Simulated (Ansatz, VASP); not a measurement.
W in VASP and in Ansatz

File INCAR:

```
ALGO = Fast
EDIFF = 1E-7
ENCUT = 520
GGA = PS
ISIF = 2
ISMEAR = 0
LASPH = True
LCHARG = False
LREAL = False
LWAVE = False
NBANDS = 13
NELM = 100
PREC = Accurate
SIGMA = 0.15
```

File KPOINTS:

```
k-points
0
Gamma
  30 30 30
```

POSCAR

```
W
1.0
   -1.5771801398      1.5771801398      1.5771801398
    1.5771801398     -1.5771801398      1.5771801398
    1.5771801398      1.5771801398     -1.5771801398
W
1
Direct
    0.0000000000      0.0000000000      0.0000000000
```

Input for Ansatz:

```yaml
crystal:
  lattice:
    - [-1.5771801398, 1.5771801398, 1.5771801398]
    - [1.5771801398, -1.5771801398, 1.5771801398]
    - [1.5771801398, 1.5771801398, -1.5771801398]
  atoms:
    - { symbol: W, position: [0.0, 0.0, 0.0] }
basis:
  ecutwfc: 420
kpoints:
  mp_grid: { grid: [30, 30, 30] }
hamiltonian:
  xc: pbesol
scf:
  occupations: { method: gaussian, width: 0.15 }
output:
  forces: true
  stress: true
  eigenvalues: true
  write_density: true
  write_potential: true
  elf: true
  volumetric_format: npy
```

Alike in both runs: task single point; functional PBEsol; k mesh 30 × 30 × 30; occupations gaussian, width 0.15 eV; no spin polarisation.

|  | VASP | Ansatz |
| --- | --- | --- |
| version | VASP 6.6.1 | Ansatz 0.2.0 |
| potentials or method | VASP PAW PBE potentials, release 64 (W_sv), cutoff 520 eV | scalar-relativistic, plane waves, PAW |
| valence electrons in the cell | 14 | 14 |

VASP gave:

| Property | Result |
| --- | --- |
| gap on the k mesh at the Fermi level (eV) | none |
| pressure (GPa) | 0.6 |

**Question.** What did Ansatz give for the same quantities?

**Answer.** gap on the k mesh at the Fermi level (eV): none; pressure (GPa): -0.1.

VASP's potentials were made for PBE, not for PBEsol. A gap of «none» marks a metal or a gap that the smearing closes.

Spin-orbit coupling is off throughout.
